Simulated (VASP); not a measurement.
Here is a VASP 6.6.1 calculation.

INCAR

```
PREC = Accurate
ENCUT = 600
EDIFF = 1E-6
ISMEAR = 0
SIGMA = 0.1
LREAL = False
LASPH = True
NELM = 80
ALGO = Normal
ISIF = 3
LWAVE = False
LCHARG = False
GGA = PE
IBRION = 2
NSW = 90
EDIFFG = -0.04
```

The input KPOINTS:

```
Automatic mesh
0
Gamma
  6 6 2
```

The input POSCAR:

```
GeCl5
1.0
    5.1179361900      0.0000000000      0.0000000000
   -2.5589681000      4.4322627600      0.0000000000
    0.0000000000      0.0000000000      7.8076907400
Ge Cl
1 5
Direct
    0.0000000000      0.0000000000      0.0000000000
    0.0000000000      0.0000000000      0.5000000000
    0.3333333300      0.6666666700      0.5000000000
    0.0000000000      0.0000000000      0.7569146700
    0.0000000000      0.0000000000      0.2430853300
    0.3333333300      0.6666666700      0.0000000000
```

Potentials or basis: VASP PAW PBE potentials, release 64 (Ge_d, Cl).

Run with:

```console
$ cat potpaw_PBE.64/Ge_d/POTCAR potpaw_PBE.64/Cl/POTCAR > POTCAR
$ mpirun -np 1 vasp_std > vasp.out
```

**Question.** Estimate the space group after relaxing (to 0.05 Å).

**Answer.** P-6m2 (No. 187).

**Question.** Predict the relaxed volume.

**Answer.** 31.92 Å³/atom.

**Question.** What does it give for the relaxed cell?

**Answer.** a = 4.610 Å, b = 4.610 Å, c = 10.405 Å, α = 90.00°, β = 90.00°, γ = 120.00°.

The path:
| step | energy change (eV) | largest force (eV/Å) | pressure (GPa) | volume (Å³) |
| --- | --- | --- | --- | --- |
| 1 | 0.0000 | 2.8328 | 13.57 | 177.11 |
| 2 | -3.6118 | 0.6349 | -3.66 | 241.29 |
| 3 | -4.0683 | 0.1444 | -0.95 | 216.27 |
| 4 | -4.0765 | 0.3250 | -1.63 | 220.53 |
| 5 | -4.0791 | 0.2767 | -1.47 | 219.29 |
| 6 | -4.2231 | 0.4111 | -1.17 | 210.26 |
| 7 | -4.5233 | 1.2385 | 0.36 | 184.03 |
| 8 | -4.5112 | 1.4287 | 1.47 | 174.60 |
| 9 | -4.5317 | 1.3178 | 0.76 | 180.11 |
| 10 | -4.6486 | 1.5163 | 0.93 | 176.65 |
| 11 | -4.6756 | 0.8419 | 3.18 | 166.12 |
| 12 | -4.7445 | 1.1647 | 1.83 | 171.00 |
| 13 | -4.9028 | 0.7983 | 1.72 | 173.03 |
| 14 | -5.0447 | 0.2781 | 2.17 | 177.39 |
| 15 | -5.1178 | 0.0305 | 0.68 | 186.02 |
| 16 | -5.1281 | 0.1076 | -0.09 | 191.39 |
| 17 | -5.1281 | 0.0983 | -0.03 | 191.02 |
| 18 | -5.1307 | 0.0158 | -0.01 | 191.50 |

Caveat: the k points lie up to 0.30 Å⁻¹ apart in the final cell; this functional lacks dispersion, which binds the layers, so the pressure and a relaxed spacing across them are unreliable; an odd number of electrons without spin polarisation forces a metal; a magnetic or distorted state may lie lower.
